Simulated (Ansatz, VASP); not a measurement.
# SiB3W in VASP and in Ansatz

```
Si B W
1.0
    -1.95914    3.39333    0.00000
     0.00000    0.00000    4.63050
     5.87742    3.39333    0.00000
Si B W
2 6 2
Direct
  0.50000 0.00000 0.50000
  0.00000 0.00000 0.00000
  0.75000 0.00000 0.25000
  0.25000 0.00000 0.75000
  0.50000 0.00000 0.00000
  0.00000 0.00000 0.50000
  0.25000 0.00000 0.25000
  0.75000 0.00000 0.75000
  0.00000 0.50000 0.00000
  0.50000 0.50000 0.50000
```

Alike in both runs: task single point; functional PBE; k mesh 6 × 6 × 4; occupations gaussian, width 0.2 eV; no spin polarisation.

|  | VASP | Ansatz |
| --- | --- | --- |
| version | VASP 6.6.1 | Ansatz 0.2.0 |
| potentials or method | VASP PAW PBE potentials, release 64 (Si, B, W_sv), cutoff 500 eV | scalar-relativistic, plane waves, PAW |
| valence electrons in the cell | 54 | 54 |

```csv
,VASP,Ansatz,Ansatz less VASP
gap on the k mesh at the Fermi level (eV),none,none,-
pressure (GPa),0.2,0.2,+0.08
"traceless stress, the component that is largest in VASP (GPa)",-0.37,-0.29,+0.084
```

A gap of «none» marks a metal or a gap that the smearing closes. With one functional, cell and mesh, what is left measures potentials, basis and numerics.

Spin-orbit coupling is off throughout.
